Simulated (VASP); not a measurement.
Input of a VASP 6.6.1 run:

The input INCAR:

```
ALGO     = Normal         # electronic algorithm
EDIFF    = 1E-7           # SCF threshold, eV
ENCUT    = 520            # plane-wave cutoff, eV
GGA      = PE             # functional
ISIF     = 2              # what is computed and relaxed
ISMEAR   = 0              # smearing method
LASPH    = True           # aspherical terms in the spheres
LCHARG   = False          # write CHGCAR
LREAL    = False          # projectors in reciprocal space
LWAVE    = False          # write WAVECAR
NBANDS   = 15             # bands
NELM     = 80             # most SCF steps
PREC     = Accurate       # precision mode
SIGMA    = 0.1            # smearing width, eV
```

KPOINTS

```
k-points
0
Gamma
  4 4 4
```

File POSCAR:

```
KBr
1.0
    3.7485515100      0.0000000000      0.0000000000
    0.0000000000      3.7485515100      0.0000000000
    0.0000000000      0.0000000000      5.0097178100
K Br
1 1
Direct
    0.5000000000      0.5000000000      0.5000000000
    0.0000000000      0.0000000000      0.0000000000
```

Potentials or basis: VASP PAW PBE potentials, release 64 (K_sv, Br).

Launch:

```console
$ cat potpaw_PBE.64/K_sv/POTCAR potpaw_PBE.64/Br/POTCAR > POTCAR
$ mpirun -np 1 vasp_std > vasp.out
```

What does it give for the pressure?

-0.6 GPa.

Predict the band gap on the k mesh.

2.14 eV (least direct gap 2.40 eV).

Stress tensor (GPa, compression positive):
```
 2.89  0.00  0.00
 0.00  2.89  0.00
 0.00  0.00 -7.51
```

A k mesh can miss the band edges.
